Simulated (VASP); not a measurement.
Set up this calculation in VASP 6.6.1, as the native input.

```yaml
Task: single point
Functional: PBE
Potentials_or_basis: VASP PAW PBE potentials, release 64 (Ge_d)
Cutoff: 520 eV
k_mesh: 12 × 12 × 12
Occupations: gaussian, width 0.02 eV
Spin: no spin polarisation
Dipole_correction: no
Further_INCAR_settings: ALGO = Normal; EDIFF = 1e-06; NBANDS = 21
```

The structure of Ge lies in POSCAR:

```
Ge
1.0
    0.0000000000      2.7823360268      2.7823360268
    2.7823360268      0.0000000000      2.7823360268
    2.7823360268      2.7823360268      0.0000000000
Ge
2
Direct
    0.5000000000      0.5000000000      0.5000000000
    0.7500000000      0.7500000000      0.7500000000
```

This cell differs from its parent crystal: Si replaced by Ge, lengths x 1.049, strained.

One way to write it, as run:

INCAR

```
SYSTEM = Ge
  ALGO = Normal
  EDIFF = 1E-6
  ENCUT = 520
  GGA = PE
  ISIF = 2
  ISMEAR = 0
  LASPH = .True.
  LCHARG = .False.
  LREAL = .False.
  LWAVE = .False.
  NBANDS = 21
  NELM = 80
  PREC = Accurate
  SIGMA = 0.02
```

KPOINTS

```
k-points
0
Gamma
  12 12 12
  0 0 0
```

Potentials or basis: VASP PAW PBE potentials, release 64 (Ge_d).

Run with:

```bash
$ cat potpaw_PBE.64/Ge_d/POTCAR > POTCAR
$ mpirun -np 1 vasp_std > vasp.out
```

It gave:

```json
{"Pressure": "7.8 GPa", "Band gap on the k mesh": "0.34 eV, indirect (least direct gap 0.50 eV)"}
```

Caveat: the cell differs from its parent crystal (Si replaced by Ge, lengths x 1.049, strained).

It took 120 s on 1 thread of Intel Xeon 6975P-C, with other jobs on the host, peak memory 0.2 GiB.
